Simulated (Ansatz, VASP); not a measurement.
**One calculation of AlP, two programs**

```
CELL_PARAMETERS angstrom
0.00000 2.72550 2.72550
2.72550 0.00000 2.72550
2.72550 2.72550 0.00000
ATOMIC_POSITIONS crystal
Al 0.00000 0.00000 0.00000
P 0.25000 0.25000 0.25000
```

Alike in both runs: task single point; functional LDA; k mesh 6 × 6 × 6; no spin polarisation.

|  | VASP | Ansatz |
| --- | --- | --- |
| version | VASP 6.6.1 | Ansatz 0.2.0 |
| potentials or method | VASP PAW LDA potentials, release 64 (Al, P), cutoff 500 eV | plane waves, PAW |
| occupations | gaussian, width 0.01 eV | fixed |
| valence electrons in the cell | 8 | 8 |

```tsv
	VASP	Ansatz	Ansatz less VASP
gap on the k mesh at the Fermi level (eV)	1.43	1.43	+0.006
```

LDA's correlation is that of Perdew and Zunger in VASP and of Perdew and Wang (1992) in Ansatz. Ansatz's warnings: settled levels scf threshold loose.
